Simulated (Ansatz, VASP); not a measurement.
## One calculation of TiH5, two programs

The input INCAR:

```
PREC     = Accurate       # precision mode
ENCUT    = 600            # plane-wave cutoff, eV
EDIFF    = 1E-7           # SCF threshold, eV
ISMEAR   = 0              # smearing method
SIGMA    = 0.1            # smearing width, eV
LREAL    = False          # projectors in reciprocal space
LASPH    = True           # aspherical terms in the spheres
NELM     = 60             # most SCF steps
ALGO     = Normal         # electronic algorithm
ISIF     = 3              # what is computed and relaxed
LWAVE    = False          # write WAVECAR
LCHARG   = False          # write CHGCAR
GGA      = PE             # functional
IBRION   = 2              # ionic algorithm
NSW      = 100            # ionic steps
EDIFFG   = -0.01          # ionic threshold
```

The input KPOINTS:

```
regular mesh
0
Gamma
  12 12 10
```

Contents of POSCAR:

```
TiH5
1.0
    3.0117708331      0.0000000000      0.0000000000
   -1.5058854166      2.6082700519      0.0000000000
    0.0000000000      0.0000000000      3.8941918410
Ti H
1 5
Direct
    0.0000000000      0.0000000000      0.0000000000
    0.3333333333      0.6666666667      0.7665453696
    0.6666666667      0.3333333333      0.7665453696
    0.6666666667      0.3333333333      0.2334546304
    0.3333333333      0.6666666667      0.2334546304
    0.0000000000      0.0000000000      0.5000000000
```

Input for Ansatz:

```yaml
crystal:
  lattice:
    - [3.0117708331, 0.0, 0.0]
    - [-1.5058854166, 2.6082700519, 0.0]
    - [0.0, 0.0, 3.894191841]
  atoms:
    - { symbol: Ti, position: [0.0, 0.0, 0.0] }
    - { symbol: H, position: [0.3333333333, 0.6666666667, 0.7665453696] }
    - { symbol: H, position: [0.6666666667, 0.3333333333, 0.7665453696] }
    - { symbol: H, position: [0.6666666667, 0.3333333333, 0.2334546304] }
    - { symbol: H, position: [0.3333333333, 0.6666666667, 0.2334546304] }
    - { symbol: H, position: [0.0, 0.0, 0.5] }
basis:
  ecutwfc: 420
kpoints:
  mp_grid: { grid: [12, 12, 10] }
hamiltonian:
  xc: pbe
scf:
  occupations: { method: gaussian, width: 0.1 }
output:
  forces: true
  stress: true
  eigenvalues: true
relax:
  adjacent_minimum: "off"
  f_tol: 0.01
  max_steps: 80
  cell: { stress_tol: 0.05 }
```

Alike in both runs: task relaxation of cell and atoms; functional PBE; k mesh 12 × 12 × 10; occupations gaussian, width 0.1 eV; no spin polarisation.

```csv
,VASP,Ansatz
version,VASP 6.6.1,Ansatz 0.2.0
potentials or method,"VASP PAW PBE potentials, release 64 (Ti_sv, H), cutoff 600 eV","scalar-relativistic, plane waves, PAW"
valence electrons in the cell,17,17
```

|  | VASP | Ansatz | Ansatz less VASP |
| --- | --- | --- | --- |
| gap on the k mesh at the Fermi level, each at its own relaxed structure (eV) | none | none | - |
| relaxed volume (Å³/atom) | 5.10 | 5.11 | +0.005 |
| relaxed cell length with the largest relative difference (Å) | 3.005 | 3.006 | +0.0010 |

A gap of «none» marks a metal or a gap that the smearing closes.
